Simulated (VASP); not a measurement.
Set up this calculation in VASP 6.6.1, as the native input.

| Item | Value |
| --- | --- |
| Task | single point |
| Functional | PBEsol |
| Potentials or basis | VASP PAW PBE potentials, release 64 (K_sv, F) |
| Cutoff | 520 eV |
| k mesh | 8 × 8 × 8 |
| Occupations | fermi-dirac, width 0.03 eV |
| Spin | no spin polarisation |
| Dipole correction | no |
| Further INCAR settings | ALGO = Normal; EDIFF = 1e-06; NBANDS = 15 |

The structure of KF lies in POSCAR:

```
KF
1.0
    0.0000000000      2.6718500000      2.6718500000
    2.6718500000      0.0000000000      2.6718500000
    2.6718500000      2.6718500000      0.0000000000
K F
1 1
Direct
   -0.1050000000     -0.1050000000      0.1050000000
    0.6050000000      0.6050000000      0.3950000000
```

This cell differs from its parent crystal: shortest bond scaled by 0.58.

One way to write it, as run:

INCAR

```
PREC     = Accurate       # precision mode
ENCUT    = 520            # plane-wave cutoff, eV
EDIFF    = 1E-6           # SCF threshold, eV
ISMEAR   = -1             # smearing method
SIGMA    = 0.03           # smearing width, eV
LREAL    = False          # projectors in reciprocal space
LASPH    = True           # aspherical terms in the spheres
NELM     = 100            # most SCF steps
ALGO     = Normal         # electronic algorithm
ISIF     = 2              # what is computed and relaxed
LWAVE    = False          # write WAVECAR
LCHARG   = True           # write CHGCAR
GGA      = PS             # functional
LELF     = True           # ELF
LVHAR    = True         
NBANDS   = 15             # bands
```

KPOINTS

```
regular mesh
0
Gamma
  8 8 8
```

Potentials or basis: VASP PAW PBE potentials, release 64 (K_sv, F).

Command:

```bash
$ cat potpaw_PBE.64/K_sv/POTCAR potpaw_PBE.64/F/POTCAR > POTCAR
$ mpirun -np 1 vasp_std > vasp.out
```

It gave:

The pressure is 55.4 GPa, the largest force is 25.458 eV/Å and the band gap on the k mesh is 3.89 eV (least direct gap 4.09 eV).

Caveat: the cell differs from its parent crystal (shortest bond scaled by 0.58); the cell stands under pressure; the PAW data sets were made with another functional, which shifts forces and pressure a little.

It took 51 s on 1 thread of Intel(R) Xeon(R) Platinum 8175M CPU @ 2.50GHz (Skylake/Cascade Lake), on a shared host, peak memory 0.17 GiB.
